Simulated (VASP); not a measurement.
# PtSe2 (Cmm2) in VASP: relaxation of cell and atoms with PBE

Aim: the relaxation of cell and atoms of PtSe2 with PBE.

Program: VASP 6.6.1. These are calculated values, not measurements. Logs are shortened: lines on timing, memory, paths and dates and some standing lists are left out, and cuts for length are marked.

### Step 1. The cell of the first run

The structure is orthorhombic, space group Cmm2 (No. 35). Conventional cell: a = 5.348 Å, b = 7.590 Å, c = 3.950 Å, α = 90.00°, β = 90.00°, γ = 90.00°. Pt (site symmetry mm2) has 4 Se at 2.46 Å within 3.3 Å. Within 3.3 Å of Se (site symmetry 2) lie 2 Pt at 2.46 Å and 2 Se at 2.67 Å.

### Step 2. Relaxation of cell and atoms, PBE

The input, INCAR:

```
SYSTEM = PtSe2
PREC     = Accurate       ! precision mode
ENCUT    = 600            ! plane-wave cutoff, eV
EDIFF    = 1E-6           ! SCF threshold, eV
ISMEAR   = 0              ! smearing method
SIGMA    = 0.1            ! smearing width, eV
LREAL    = .False.        ! projectors in reciprocal space
LASPH    = .True.         ! aspherical terms in the spheres
NELM     = 80             ! most SCF steps
ALGO     = Normal         ! electronic algorithm
ISIF     = 3              ! what is computed and relaxed
LWAVE    = .False.        ! write WAVECAR
LCHARG   = .False.        ! write CHGCAR
GGA      = PE             ! functional
IBRION   = 2              ! ionic algorithm
NSW      = 100            ! ionic steps
EDIFFG   = -0.01          ! ionic threshold
```

The input, KPOINTS:

```
regular mesh
0
Gamma
  10 10 12
  0 0 0
```

The input, POSCAR:

```
PtSe2
1.0
    2.6741049325     -3.7947828260      0.0000000000
    2.6741049325      3.7947828260      0.0000000000
    0.0000000000      0.0000000000      3.9501125497
Pt Se
1 2
Direct
    0.0000000000      0.0000000000      0.5603979749
    0.0000000000      0.5000000000      0.3518137776
    0.5000000000      0.0000000000      0.3518137776
```

Potentials or basis: VASP PAW PBE potentials, release 64 (Pt, Se).

The run is started by

```
cat potpaw_PBE.64/Pt/POTCAR potpaw_PBE.64/Se/POTCAR > POTCAR
mpirun -np 1 vasp_std > vasp.out
```

OUTCAR:

```text
SYSTEM = PtSe2
   PREC = Accurate
   ENCUT = 600
   EDIFF = 1E-6
   ISMEAR = 0
   LREAL = .False.
   LASPH = .True.
   NELM = 80
   ISIF = 3
   GGA = PE
   IBRION = 2
   NSW = 100
   EDIFFG = -0.01

 ion  position               nearest neighbor table
   1  0.000  0.000  0.560-   2 2.46   3 2.46   2 2.46   3 2.46
   2  0.000  0.500  0.352-   1 2.46   1 2.46   3 2.67   3 2.67
   3  0.500  0.000  0.352-   1 2.46   1 2.46   2 2.67   2 2.67

  LATTYP: Found a base centered orthorhombic cell.
 ALAT       =     5.3482098650
 B/A-ratio  =     1.4190852348
 C/A-ratio  =     0.7385859286

  Lattice vectors:

 A1 = (   2.6741049325,  -3.7947828260,   0.0000000000)
 A2 = (   2.6741049325,   3.7947828260,   0.0000000000)
 A3 = (   0.0000000000,   0.0000000000,   3.9501125497)

Analysis of symmetry for initial positions (statically):
=====================================================================
 Subroutine PRICEL returns:
 Original cell was already a primitive cell.

 Routine SETGRP: Setting up the symmetry group for a
 base centered orthorhombic supercell.

 Subroutine GETGRP returns: Found  4 space group operations
 (whereof  4 operations were pure point group operations)
 out of a pool of  8 trial point group operations.

The static configuration has the point symmetry C_2v.

Analysis of symmetry for dynamics (positions and initial velocities):
=====================================================================
 Subroutine PRICEL returns:
 Original cell was already a primitive cell.

 Routine SETGRP: Setting up the symmetry group for a
 base centered orthorhombic supercell.

 Subroutine GETGRP returns: Found  4 space group operations
 (whereof  4 operations were pure point group operations)
 out of a pool of  8 trial point group operations.

The dynamic configuration has the point symmetry C_2v.

 Subroutine INISYM returns: Found  4 space group operations
 (whereof  4 operations are pure point group operations),
 and found     1 'primitive' translations

----------------------------------------------------------------------------------------

                                     Primitive cell

  volume of cell :      80.1687

  direct lattice vectors                    reciprocal lattice vectors
     2.674104933 -3.794782826  0.000000000     0.186978452 -0.131759846  0.000000000
     2.674104933  3.794782826  0.000000000     0.186978452  0.131759846  0.000000000
     0.000000000  0.000000000  3.950112550     0.000000000  0.000000000  0.253157344

  length of vectors
     4.642328498  4.642328498  3.950112550     0.228739149  0.228739149  0.253157344

  position of ions in fractional coordinates (direct lattice)
     0.000000000  0.000000000  0.560397975
     1.000000000  0.500000000  0.351813778
     0.500000000  1.000000000  0.351813778

  ion indices of the primitive-cell ions
   primitive index   ion index
                 1           1
                 2           2
                 3           3

----------------------------------------------------------------------------------------

 KPOINTS: regular mesh

Automatic generation of k-mesh.
 Grid dimensions read from file:
 generate k-points for:   10   10   12

 Generating k-lattice:

  Cartesian coordinates                     Fractional coordinates (reciprocal lattice)
     0.018697845 -0.013175985  0.000000000     0.100000000 -0.000000000  0.000000000
     0.018697845  0.013175985  0.000000000    -0.000000000  0.100000000  0.000000000
     0.000000000  0.000000000  0.021096445     0.000000000  0.000000000  0.083333333

  Length of vectors
     0.022873915  0.022873915  0.021096445

  Shift w.r.t. Gamma in fractional coordinates (k-lattice)
     0.000000000  0.000000000  0.000000000

 Subroutine IBZKPT returns following result:
 ===========================================

 Found    217 irreducible k-points:

 Following reciprocal coordinates:
            Coordinates               Weight
  0.000000  0.000000  0.000000      1.000000
  0.100000  0.000000  0.000000      4.000000
  0.200000  0.000000  0.000000      4.000000
  0.300000  0.000000  0.000000      4.000000
  0.400000  0.000000  0.000000      4.000000
  0.500000  0.000000  0.000000      2.000000
[... 16 lines left out ...]
  0.300000  0.300000  0.000000      2.000000
  0.400000  0.300000  0.000000      4.000000
 [... further k-points ...]
   k-points           NKPTS =    217   k-points in BZ     NKDIM =    217   number of bands    NBANDS=     15
   number of dos      NEDOS =    301   number of ions     NIONS =      3
   total plane-waves  NPLWV =  51200
   dimension x,y,z NGX =    40 NGY =   40 NGZ =   32
   dimension x,y,z NGXF=    80 NGYF=   80 NGZF=   64
   ions per type =               1   2
   NGX,Y,Z   is equivalent  to a cutoff of  14.32, 14.32, 13.47 a.u.
   NGXF,Y,Z  is equivalent  to a cutoff of  28.65, 28.65, 26.94 a.u.
 SYSTEM =  PtSe2
   PREC   = accura    normal or accurate (medium, high low for compatibility)
   ISTART =      0    job   : 0-new  1-cont  2-samecut
   ICHARG =      2    charge: 1-file 2-atom 10-const
   ISPIN  =      1    spin polarized calculation?
   LNONCOLLINEAR =      F non collinear calculations
   LSORBIT =      F    spin-orbit coupling
   LASPH  =      T    aspherical Exc in radial PAW
   ENCUT  =  600.0 eV  44.10 Ry    6.64 a.u.   9.27  9.27  7.89*2*pi/ulx,y,z
   NELM   =     80;   NELMIN=  2; NELMDL= -5     # of ELM steps
   EDIFF  = 0.1E-05   stopping-criterion for ELM
   LREAL  =      F    real-space projection
   EDIFFG = -.1E-01   stopping-criterion for IOM
   NSW    =    100    number of steps for IOM
   IBRION =      2    ionic relax: 0-MD 1-quasi-New 2-CG
   NFREE  =      1    steps in history (QN), initial steepest desc. (CG)
   ISIF   =      3    stress and relaxation
   ISYM   =      2    0-nonsym 1-usesym 2-fastsym
   POTIM  = 0.5000    time-step for ionic-motion
   TEBEG  =    0.0;   TEEND  =   0.0 temperature during run
   PSTRESS=    0.0 pullay stress
   NELECT =      22.0000    total number of electrons
   NUPDOWN=      -1.0000    fix difference up-down
   EMIN   =  10.00;   EMAX   =-10.00  energy-range for DOS
   EFERMI =   0.00;   METHOD = LEGACY
   ISMEAR =     0;   SIGMA  =   0.10  broadening in eV -4-tet -1-fermi 0-gaus
   EFERMI_NEDOS =   21; number of points for ismear=-14 and -15
   IALGO  =     38    algorithm
   IMIX   =      4    mixing-type and parameters
     AMIX     =   0.40;   BMIX     =  1.00
     AMIX_MAG =   1.60;   BMIX_MAG =  1.00
  volume/ion in A,a.u.               =      26.72       180.34
  Fermi-wavevector in a.u.,A,eV,Ry     =   1.063851  2.010387 15.398786  1.131779
  Thomas-Fermi vector in A             =   2.199350
   LORBIT       =      0    0 simple, 1 ext, 2 COOP (PROOUT), +10 PAW based schemes
   GGA     = PE    functional components
   LHFCALC =     F    Hartree Fock is set to
   AEXX    =    0.0000 exact exchange contribution
   IVDW    =     0    specifies the selected vdW correction
   LEPSILON=     F    determine dielectric tensor
   LRPA    =     F    only Hartree local field effects (RPA)
 conjugate gradient relaxation of ions
 non-spin polarized calculation
 Gauss-broadening in eV      SIGMA  =   0.10
  energy-cutoff  :      600.00
  volume of cell :       80.17
 maximum number of plane-waves:      2698
 NGX is ok and might be reduce to    40
   NGX = 19   NGY = 19   NGZ = 15

--------------------------------------- Ionic step        1  -------------------------------------------

 number of electron      22.0000002 magnetization

 Free energy of the ion-electron system (eV)
  ---------------------------------------------------
  ext. energy  EPLUGINS =         0.00000000
  ---------------------------------------------------
  free energy    TOTEN  =       -12.59520481 eV

  energy without entropy =      -12.58783136  energy(sigma->0) =      -12.59151808

------------------------ aborting loop because EDIFF is reached ----------------------------------------

  FORCE on cell =-STRESS in cart. coord.  units (eV):
  Direction    XX          YY          ZZ          XY          YZ          ZX
  --------------------------------------------------------------------------------------
  -------------------------------------------------------------------------------------
  Total        0.0215022      0.0228658      0.0261856      0.0000000      0.0000000      0.0000000
  in kB        0.4297224      0.4569754      0.5233206      0.0000000      0.0000000      0.0000000
  external PRESSURE =       0.4700062 kB  Pullay stress =       0.0000000 kB
[... 96 lines left out ...]
  energy  without entropy=      -12.5878241352  energy(sigma->0) =      -12.59152646

--------------------------------------- Ionic step        4  -------------------------------------------

 number of electron      22.0000002 magnetization

 Free energy of the ion-electron system (eV)
  ---------------------------------------------------
  ext. energy  EPLUGINS =         0.00000000
  ---------------------------------------------------
  free energy    TOTEN  =       -12.59525527 eV

  energy without entropy =      -12.58785459  energy(sigma->0) =      -12.59155493

 E-fermi :   2.9121     XC(G=0):  -9.0986

 val. band max:        2.8939179975   @ k =   0.4000   0.3000   0.0000
 cond. band min:       2.9133462618   @ k =   0.0000   0.0000   0.4167
 fundamental gap:      0.0194282643
 Fermi energy:         2.9121100447

 k-point     1 :       0.0000    0.0000    0.0000
  band No.  band energies     occupation
      1     -11.8225      2.00000
      2      -8.7343      2.00000
      3      -3.4128      2.00000
      4      -1.0012      2.00000
      5      -0.6075      2.00000
      6      -0.2623      2.00000
      7       0.2759      2.00000
      8       0.5424      2.00000
      9       1.9747      2.00000
     10       2.5212      2.00000
     11       2.5519      2.00000
     12       4.7841      0.00000
     13       4.8564      0.00000
     14       7.0157      0.00000
     15       7.1938      0.00000
[... 397 lines left out ...]
 k-point    24 :       0.4000    0.3000    0.0000
  band No.  band energies     occupation
      1     -10.9150      2.00000
      2      -9.7097      2.00000
      3      -3.2355      2.00000
      4      -1.8769      2.00000
      5      -1.7609      2.00000
      6       0.1885      2.00000
      7       0.6983      2.00000
      8       1.1775      2.00000
      9       1.5701      2.00000
     10       1.8658      2.00000
     11       2.8939      1.20303
     12       3.9462      0.00000
     13       5.8810      0.00000
     14       7.1858      0.00000
     15       9.2666      0.00000

 [... further k-points ...]

------------------------ aborting loop because EDIFF is reached ----------------------------------------

  FORCE on cell =-STRESS in cart. coord.  units (eV):
  Direction    XX          YY          ZZ          XY          YZ          ZX
  --------------------------------------------------------------------------------------
  -------------------------------------------------------------------------------------
  Total        0.0012949     -0.0241094      0.0029421      0.0000000      0.0000000      0.0000000
  in kB        0.0258640     -0.4815695      0.0587661      0.0000000      0.0000000      0.0000000
  external PRESSURE =      -0.1323131 kB  Pullay stress =       0.0000000 kB
[... 18 lines left out ...]
  FREE ENERGIE OF THE ION-ELECTRON SYSTEM (eV)
  ---------------------------------------------------
  free  energy   TOTEN  =       -12.5952552741 eV

  energy  without entropy=      -12.5878545911  energy(sigma->0) =      -12.59155493

 reached required accuracy - stopping structural energy minimisation
```

It took 7.9 min on 1 thread of Intel Xeon Platinum 8259CL at 2.50GHz (Skylake/Cascade Lake), shared host; peak memory 0.49 GiB.

What came out:

| Property | Result |
| --- | --- |
| Free energy | -12.5953 eV |
| Relaxed volume | 26.74 Å³/atom |
| Relaxed cell | a = 4.642 Å, b = 4.642 Å, c = 3.952 Å, α = 90.00°, β = 90.00°, γ = 109.65° |
| Space group after relaxing (to 0.05 Å) | Cmm2 (No. 35) |
| Energy gained by relaxing | 0.0 meV/atom |
| Ionic steps | 4 |
| Pressure after relaxing | 0.0 GPa |
| Largest force after relaxing | 0.005 eV/Å |
| Band gap on the k mesh | zero (band 11 reaches 3.18 eV, above the bottom of band 12 at 2.72 eV) |

Forces on the atoms (eV/Å):
```
Pt   0.000  0.000  0.005
Se   0.000  0.000 -0.002
Se   0.000  0.000 -0.002
```

Final structure:
```
Pt Se
1.0
     2.67430   -3.79425    0.00000
     2.67430    3.79425    0.00000
     0.00000    0.00000    3.95249
Pt Se
1 2
Direct
  0.00000 0.00000 0.56088
  0.00000 0.50000 0.35157
  0.50000 0.00000 0.35157
```

Caveat: spin-orbit coupling is left out, which moves the levels of the heavy elements.
